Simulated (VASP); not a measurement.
Wanted: the native input for a VASP 6.6.1 run.

* Task: single point
* Functional: LDA
* Potentials or basis: VASP PAW LDA potentials, release 64 (Al)
* Cutoff: 520 eV
* k mesh: 20 × 20 × 20
* Occupations: gaussian, width 0.15 eV
* Spin: no spin polarisation
* Dipole correction: no
* Further INCAR settings: ALGO = Normal; EDIFF = 1e-06; NBANDS = 8

The structure of Al lies in POSCAR:

```
Al
1.0
    0.0000000000      1.9227810000      2.0745795000
    1.9227810000      0.0000000000      2.0745795000
    1.9227810000      1.9227810000      0.0000000000
Al
1
Direct
    0.0000000000      0.0000000000      0.0000000000
```

This cell differs from its parent crystal: strain -0.050 along x and y, +0.025 along z.

These files were run (other wordings do the same):

INCAR

```
SYSTEM = Al
PREC = Accurate
ENCUT = 520
EDIFF = 1E-6
ISMEAR = 0
SIGMA = 0.15
LREAL = .False.
LASPH = .True.
NELM = 100
ALGO = Normal
ISIF = 2
LWAVE = .False.
LCHARG = .False.
GGA = CA
NBANDS = 8
```

KPOINTS

```
Automatic mesh
0
Gamma
  20 20 20
  0 0 0
```

Potentials or basis: VASP PAW LDA potentials, release 64 (Al).

Launch:

```bash
$ cat potpaw_LDA.64/Al/POTCAR > POTCAR
$ mpirun -np 1 vasp_std > vasp.out
```

It gave:

```json
{"Pressure": "3.3 GPa"}
```

Caveat: the cell differs from its parent crystal (strain -0.050 along x and y, +0.025 along z).

Wall time 24 s on 1 thread of Intel(R) Xeon(R) Platinum 8488C (Sapphire Rapids) (shared host), peak memory 0.17 GiB.
